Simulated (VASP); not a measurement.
Here is a VASP 6.6.1 calculation.

INCAR

```
SYSTEM = La3Si2F
PREC = Accurate
ENCUT = 600
EDIFF = 1E-7
ISMEAR = 0
SIGMA = 0.1
LREAL = .FALSE.
LASPH = .TRUE.
NELM = 60
ALGO = Normal
ISIF = 3
LWAVE = .FALSE.
LCHARG = .FALSE.
GGA = PE
IBRION = 2
NSW = 100
EDIFFG = -0.01
```

The input KPOINTS:

```
Automatic mesh
0
G
  6 6 10
  0 0 0
```

Contents of POSCAR:

```
La3Si2F
1.0
    7.8775924708      0.0000000000      0.0000000000
   -3.9387962354      6.8221952003      0.0000000000
    0.0000000000      0.0000000000      3.9950100218
La Si F
3 2 1
Direct
    0.5000000000      0.0000000000      0.5000000000
    0.5000000000      0.5000000000      0.5000000000
    0.0000000000      0.5000000000      0.5000000000
    0.3333333333      0.6666666667      0.0000000000
    0.6666666667      0.3333333333      0.0000000000
    0.0000000000      0.0000000000      0.0000000000
```

Potentials or basis: VASP PAW PBE potentials, release 64 (La, Si, F).

The run is started by

```bash
$ cat potpaw_PBE.64/La/POTCAR potpaw_PBE.64/Si/POTCAR potpaw_PBE.64/F/POTCAR > POTCAR
$ mpirun -np 1 vasp_std > vasp.out
```

(1) Predict the band gap on the k mesh.

(2) Predict the relaxed cell.

## Answers

(1) zero (band 24 reaches 4.03 eV, above the bottom of band 25 at 3.82 eV).

(2) a = 7.914 Å, b = 7.914 Å, c = 3.970 Å, α = 90.00°, β = 90.00°, γ = 120.00°.

Caveat: spin-orbit coupling is left out, which moves the levels of the heavy elements.
